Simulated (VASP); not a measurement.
# Zr (C2/c) in VASP: notebook

The runs below take Zr through single point, with PBEsol.

Program: VASP 6.6.1. These are calculated values, not measurements. Logs are shortened: lines on timing, memory, paths and dates and some standing lists are left out, and cuts for length are marked.

### 1 The cell of the first run

It takes space group C2/c (No. 15, monoclinic). Conventional cell: a = 3.232 Å, b = 5.598 Å, c = 5.148 Å, α = 90.00°, β = 91.72°, γ = 90.00°. Zr (site symmetry 2) has 12 Zr at 3.14 to 3.23 Å within 4.1 Å.

### 2 Single point, PBEsol (strain -0.0300 x Voigt [0, 0, 0, 0, 1, 0])

Contents of INCAR:

```
SYSTEM = Zr
ALGO = Fast
EDIFF = 1E-6
ENCUT = 520
GGA = PS
ISIF = 2
ISMEAR = 0
LASPH = .TRUE.
LCHARG = .FALSE.
LREAL = .FALSE.
LWAVE = .FALSE.
NBANDS = 19
NELM = 100
PREC = Accurate
SIGMA = 0.15
```

Contents of KPOINTS:

```
k-points
0
G
  18 18 10
  0 0 0
```

Contents of POSCAR:

```
Zr
1.0
    3.2319982225      0.0000000000     -0.0484799733
   -1.6159991112      2.7989925657      0.0242399867
   -0.0772050000      0.0000000000      5.1470000000
Zr
2
Direct
    0.3333333333      0.6666666667      0.2500000000
    0.6666666667      0.3333333333      0.7500000000
```

Potentials or basis: VASP PAW PBE potentials, release 64 (Zr_sv).

Command:

```
cat potpaw_PBE.64/Zr_sv/POTCAR > POTCAR
mpirun -np 1 vasp_std > vasp.out
```

OUTCAR:

```text
SYSTEM = Zr
   EDIFF = 1E-6
   ENCUT = 520
   GGA = PS
   ISIF = 2
   ISMEAR = 0
   LASPH = .TRUE.
   LREAL = .FALSE.
   NELM = 100
   PREC = Accurate

 ion  position               nearest neighbor table
   1  0.333  0.667  0.250-   2 3.14   2 3.14   2 3.18   2 3.18   2 3.22   2 3.22
   2  0.667  0.333  0.750-   1 3.14   1 3.14   1 3.18   1 3.18   1 3.22   1 3.22

  LATTYP: Found a base centered monoclinic cell.
 ALAT       =     3.2323618018
 B/A-ratio  =     1.7318559847
 C/A-ratio  =     1.5925132521
 COS(beta)  =    -0.0299932515

  Lattice vectors:

 A1 = (   1.6159991112,  -2.7989925657,  -0.0242399867)
 A2 = (   1.6159991113,   2.7989925657,  -0.0242399866)
 A3 = (  -0.0772050000,   0.0000000000,   5.1470000000)

Analysis of symmetry for initial positions (statically):
=====================================================================
 Subroutine PRICEL returns:
 Original cell was already a primitive cell.

 Routine SETGRP: Setting up the symmetry group for a
 base centered monoclinic supercell.

 Subroutine GETGRP returns: Found  4 space group operations
 (whereof  2 operations were pure point group operations)
 out of a pool of  4 trial point group operations.

The static configuration has the point symmetry S_2 .
 The point group associated with its full space group is C_2h.

Analysis of symmetry for dynamics (positions and initial velocities):
=====================================================================
 Subroutine PRICEL returns:
 Original cell was already a primitive cell.

 Routine SETGRP: Setting up the symmetry group for a
 base centered monoclinic supercell.

 Subroutine GETGRP returns: Found  4 space group operations
 (whereof  2 operations were pure point group operations)
 out of a pool of  4 trial point group operations.

The dynamic configuration has the point symmetry S_2 .
 The point group associated with its full space group is C_2h.

 Subroutine INISYM returns: Found  4 space group operations
 (whereof  2 operations are pure point group operations),
 and found     1 'primitive' translations

----------------------------------------------------------------------------------------

                                     Primitive cell

  volume of cell :      46.5510

  direct lattice vectors                    reciprocal lattice vectors
     3.231998223  0.000000000 -0.048479973     0.309475743  0.178635701  0.004642136
[... 78 lines left out ...]
   ISTART =      0    job   : 0-new  1-cont  2-samecut
   ICHARG =      2    charge: 1-file 2-atom 10-const
   ISPIN  =      1    spin polarized calculation?
   LNONCOLLINEAR =      F non collinear calculations
   LSORBIT =      F    spin-orbit coupling
   LASPH  =      T    aspherical Exc in radial PAW
   ENCUT  =  520.0 eV  38.22 Ry    6.18 a.u.   6.01  6.01  9.57*2*pi/ulx,y,z
   NELM   =    100;   NELMIN=  2; NELMDL= -5     # of ELM steps
   EDIFF  = 0.1E-05   stopping-criterion for ELM
   LREAL  =      F    real-space projection
   EDIFFG = 0.1E-04   stopping-criterion for IOM
   NSW    =      0    number of steps for IOM
   IBRION =     -1    ionic relax: 0-MD 1-quasi-New 2-CG
   NFREE  =      0    steps in history (QN), initial steepest desc. (CG)
   ISIF   =      2    stress and relaxation
   ISYM   =      2    0-nonsym 1-usesym 2-fastsym
   POTIM  = 0.5000    time-step for ionic-motion
   TEBEG  =    0.0;   TEEND  =   0.0 temperature during run
   PSTRESS=    0.0 pullay stress
   NELECT =      24.0000    total number of electrons
   NUPDOWN=      -1.0000    fix difference up-down
   EMIN   =  10.00;   EMAX   =-10.00  energy-range for DOS
   EFERMI =   0.00;   METHOD = LEGACY
   ISMEAR =     0;   SIGMA  =   0.15  broadening in eV -4-tet -1-fermi 0-gaus
   EFERMI_NEDOS =   21; number of points for ismear=-14 and -15
   IALGO  =     68    algorithm
   IMIX   =      4    mixing-type and parameters
     AMIX     =   0.40;   BMIX     =  1.00
     AMIX_MAG =   1.60;   BMIX_MAG =  1.00
  volume/ion in A,a.u.               =      23.28       157.07
  Fermi-wavevector in a.u.,A,eV,Ry     =   1.312710  2.480662 23.445664  1.723208
  Thomas-Fermi vector in A             =   2.443083
   LORBIT       =      0    0 simple, 1 ext, 2 COOP (PROOUT), +10 PAW based schemes
   GGA     = PS    functional components
   LHFCALC =     F    Hartree Fock is set to
   AEXX    =    0.0000 exact exchange contribution
   IVDW    =     0    specifies the selected vdW correction
   LEPSILON=     F    determine dielectric tensor
   LRPA    =     F    only Hartree local field effects (RPA)
 non-spin polarized calculation
 RMM-DIIS sequential band-by-band and
 Gauss-broadening in eV      SIGMA  =   0.15
  energy-cutoff  :      520.00
  volume of cell :       46.55
 maximum number of plane-waves:      1275
   NGX = 13   NGY = 13   NGZ = 19

 number of electron      24.0000000 magnetization

 Free energy of the ion-electron system (eV)
  ---------------------------------------------------
  ext. energy  EPLUGINS =         0.00000000
  ---------------------------------------------------
  free energy    TOTEN  =       -18.15423940 eV

  energy without entropy =      -18.13096590  energy(sigma->0) =      -18.14260265

 E-fermi :   8.8592     XC(G=0): -11.2030

 val. band max:        8.8586960498   @ k =   0.1111   0.0556   0.2000
 cond. band min:       8.8596826543   @ k =   0.5000   0.2222   0.3000
 fundamental gap:      0.0009866045
 Fermi energy:         8.8592233839

 k-point     1 :       0.0000    0.0000    0.0000
  band No.  band energies     occupation
      1     -39.8676      2.00000
      2     -39.7104      2.00000
      3     -18.4245      2.00000
      4     -17.5440      2.00000
      5     -17.5424      2.00000
      6     -17.4131      2.00000
[... 505 lines left out ...]
      6     -17.6484      2.00000
[... 11 lines left out ...]
     18      12.0023      0.00000
     19      13.8866      0.00000

 [... further k-points ...]
[... 5 lines left out ...]
  --------------------------------------------------------------------------------------
  -------------------------------------------------------------------------------------
  Total       -0.9770613     -1.0068819     -0.8525908     -0.0000000     -0.0000000      0.2102433
  in kB      -33.6281587    -34.6545133    -29.3441756     -0.0000000     -0.0000000      7.2360828
  external PRESSURE =     -32.5422825 kB  Pullay stress =       0.0000000 kB

 VOLUME and BASIS-vectors are now :
 -----------------------------------------------------------------------------
  energy-cutoff  :      520.00
  volume of cell :       46.55
      direct lattice vectors                 reciprocal lattice vectors
     3.231998223  0.000000000 -0.048479973     0.309475743  0.178635701  0.004642136
    -1.615999111  2.798992566  0.024239987     0.000000000  0.357271403  0.000000000
    -0.077205000  0.000000000  5.147000000     0.002914975 -0.000000000  0.194331659

 POSITION                                       TOTAL-FORCE (eV/Angst)
 -----------------------------------------------------------------------------------
     -0.01930      1.86600      1.28675         0.000000      0.002748      0.000000
      1.55810      0.93300      3.83601        -0.000000     -0.002748     -0.000000
 -----------------------------------------------------------------------------------
    total drift:                               -0.000000      0.000000     -0.000000

  FREE ENERGIE OF THE ION-ELECTRON SYSTEM (eV)
  ---------------------------------------------------
  free  energy   TOTEN  =       -18.1542393989 eV

  energy  without entropy=      -18.1309659044  energy(sigma->0) =      -18.14260265
```

stdout:

```text
POSCAR found type information on POSCAR Zr
 POSCAR found :  1 types and       2 ions
 scaLAPACK will be used
 -----------------------------------------------------------------------------
|                                                                             |
|                                                                             |
|     You enforced a specific xc type in the INCAR file but a different       |
[... 60 lines left out ...]
WARNING in EDDRMM: call to ZHEGV failed, returncode =   6  3     18
WARNING in EDDRMM: call to ZHEGV failed, returncode =   6  3     10
WARNING in EDDRMM: call to ZHEGV failed, returncode =   8  4      4
WARNING in EDDRMM: call to ZHEGV failed, returncode =   6  3      8
WARNING in EDDRMM: call to ZHEGV failed, returncode =   8  4      3
WARNING in EDDRMM: call to ZHEGV failed, returncode =   6  3      5
WARNING in EDDRMM: call to ZHEGV failed, returncode =   8  4      3
```

Run time: 9.4 min. Hardware: 1 thread of AMD EPYC 9R45 (Zen 5), shared host; peak memory 0.63 GiB.

What came out:

```yaml
Free_energy: -18.1542 eV
Pressure: -3.3 GPa
Band_gap_on_the_k_mesh: zero (bands 12 and 13 overlap by 1.23 eV)
```

Forces on the atoms (eV/Å):
```
Zr   0.000  0.003  0.000
Zr   0.000 -0.003  0.000
```

Caveat: the cell differs from its parent crystal (strain -0.0300 x Voigt [0, 0, 0, 0, 1, 0]); the cell stands under tension; the PAW data sets were made with another functional, which shifts forces and pressure a little.

### 3 Single point, PBEsol (strain +0.0150 x Voigt [0, 0, 0, 0, 1, 0])

Contents of INCAR:

```
SYSTEM = Zr
ALGO = Fast
EDIFF = 1E-6
ENCUT = 520
GGA = PS
ISIF = 2
ISMEAR = 0
LASPH = .True.
LCHARG = .True.
LELF = .True.
LREAL = .False.
LVHAR = .True.
LWAVE = .False.
NBANDS = 19
NELM = 100
PREC = Accurate
SIGMA = 0.15
```

Contents of KPOINTS:

```
k-points
0
Gamma
  18 18 10
  0 0 0
```

Contents of POSCAR:

```
Zr
1.0
    3.2319982225      0.0000000000      0.0242399867
   -1.6159991112      2.7989925657     -0.0121199933
    0.0386025000      0.0000000000      5.1470000000
Zr
2
Direct
    0.3333333333      0.6666666667      0.2500000000
    0.6666666667      0.3333333333      0.7500000000
```

Potentials or basis: VASP PAW PBE potentials, release 64 (Zr_sv).

Command:

```
cat potpaw_PBE.64/Zr_sv/POTCAR > POTCAR
mpirun -np 1 vasp_std > vasp.out
```

Wall time 9.4 min (1 thread of AMD EPYC 9R45 (Zen 5), shared host); peak memory 0.63 GiB.

The run converged. Its results:

* Free energy: -18.1565 eV
* Pressure: -3.3 GPa
* Band gap on the k mesh: zero (bands 12 and 13 overlap by 1.21 eV)

Stress tensor (GPa, compression positive):
```
-3.39  0.00 -0.36
 0.00 -3.42  0.00
-0.36  0.00 -2.95
```

Levels at points of the mesh, in eV from the Fermi level:
| k point | band 10 | band 11 | band 12 | band 13 | band 14 | band 15 |
| --- | --- | --- | --- | --- | --- | --- |
| (0.00, 0.00, 0.00) | -3.04 | 0.86 | 0.86 | 1.01 | 1.19 | 1.55 |
| (0.50, 0.00, 0.00) | -2.52 | -2.14 | -0.20 | 0.52 | 0.78 | 1.48 |
| (0.00, 0.50, 0.00) | -2.52 | -2.14 | -0.20 | 0.52 | 0.78 | 1.48 |
| (0.00, 0.00, 0.50) | -3.96 | 0.05 | 0.05 | 0.76 | 0.76 | 0.77 |
| (0.50, 0.00, 0.50) | -2.87 | -1.08 | -1.03 | 1.57 | 1.70 | 2.19 |
| (0.00, 0.50, 0.50) | -2.87 | -1.05 | -1.05 | 1.64 | 1.64 | 2.21 |

Caveat: the cell differs from its parent crystal (strain +0.0150 x Voigt [0, 0, 0, 0, 1, 0]); the cell stands under tension; the PAW data sets were made with another functional, which shifts forces and pressure a little.

(Continued in part 2 of 2.)
